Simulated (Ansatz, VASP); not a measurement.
One calculation of Pd, two programs

The input INCAR:

```
SYSTEM = Pd
PREC     = Accurate       ! precision mode
ENCUT    = 520            ! plane-wave cutoff, eV
EDIFF    = 1E-6           ! SCF threshold, eV
ISMEAR   = -1             ! smearing method
SIGMA    = 0.08           ! smearing width, eV
LREAL    = .FALSE.        ! projectors in reciprocal space
LASPH    = .TRUE.         ! aspherical terms in the spheres
NELM     = 60             ! most SCF steps
ALGO     = Normal         ! electronic algorithm
ISIF     = 2              ! what is computed and relaxed
LWAVE    = .FALSE.        ! write WAVECAR
LCHARG   = .FALSE.        ! write CHGCAR
GGA      = PE             ! functional
NBANDS   = 11             ! bands
```

KPOINTS

```
regular mesh
0
G
  19 19 19
  0 0 0
```

The input POSCAR:

```
Pd
1.0
    0.0000000000      1.9854159763      1.9854159763
    1.9854159763      0.0000000000      1.9854159763
    1.9854159763      1.9854159763      0.0000000000
Pd
1
Direct
    0.0000000000      0.0000000000      0.0000000000
```

Input for Ansatz:

```yaml
crystal:
  lattice:
    - [0.0, 1.9854159763, 1.9854159763]
    - [1.9854159763, 0.0, 1.9854159763]
    - [1.9854159763, 1.9854159763, 0.0]
  atoms:
    - { symbol: Pd, position: [0.0, 0.0, 0.0] }
kpoints:
  mp_grid: { grid: [19, 19, 19] }
scf:
  occupations: { method: fermi_dirac, width: 0.08 }
hamiltonian:
  xc: pbe
  pseudopotentials: { kind: all_electron, lapw: { basis_error: 0.0005 } }
output:
  forces: true
  stress: true
  eigenvalues: true
```

Change from the starting cell: volume scaled by 1.02.

Alike in both runs: task single point; functional PBE; k mesh 19 × 19 × 19; occupations fermi-dirac, width 0.08 eV; no spin polarisation.

|  | VASP | Ansatz |
| --- | --- | --- |
| version | VASP 6.6.1 | Ansatz 0.2.0 |
| potentials or method | VASP PAW PBE potentials, release 64 (Pd), cutoff 520 eV | all-electron LAPW, scalar-relativistic |

|  | VASP | Ansatz | Ansatz less VASP |
| --- | --- | --- | --- |
| pressure (GPa) | -3.3 | -3.2 | +0.15 |

Ansatz ran all-electron here, and VASP with PAW potentials.
